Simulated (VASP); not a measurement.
CdS, 2 atoms in the cell. Symmetry: F-43m, No. 216, cubic system. The conventional cell has a = 5.886 Å, b = 5.886 Å, c = 5.886 Å, α = 90.00°, β = 90.00°, γ = 90.00°. Within 3.4 Å of Cd (site symmetry -43m) lie 4 S at 2.55 Å. S (site symmetry -43m) has 4 Cd at 2.55 Å within 3.4 Å. 

- Program: VASP 6.6.1
- Task: single point
- Functional: PBEsol
- Potentials or basis: VASP PAW PBE potentials, release 64 (Cd, S)
- Cutoff: 500 eV
- k mesh: 6 × 6 × 6
- Occupations: gaussian, width 0.1 eV
- Spin: no spin polarisation
- Dipole correction: no
- Further INCAR settings: ALGO = Normal; EDIFF = 1e-06; NBANDS = 16

Potentials or basis: VASP PAW PBE potentials, release 64 (Cd, S).

The run is started by

```console
$ cat potpaw_PBE.64/Cd/POTCAR potpaw_PBE.64/S/POTCAR > POTCAR
$ mpirun -np 1 vasp_std > vasp.out
```

Hardware: 1 thread of Intel(R) Xeon(R) Platinum 8559C (Emerald Rapids), with other jobs on the host.

**Question.** Estimate the wall time of this run.

**Answer.** Wall time 9.2 s on 1 thread of Intel(R) Xeon(R) Platinum 8559C (Emerald Rapids) (shared host), peak memory 0.16 GiB. Counts: scf iterations 13, k points 16.
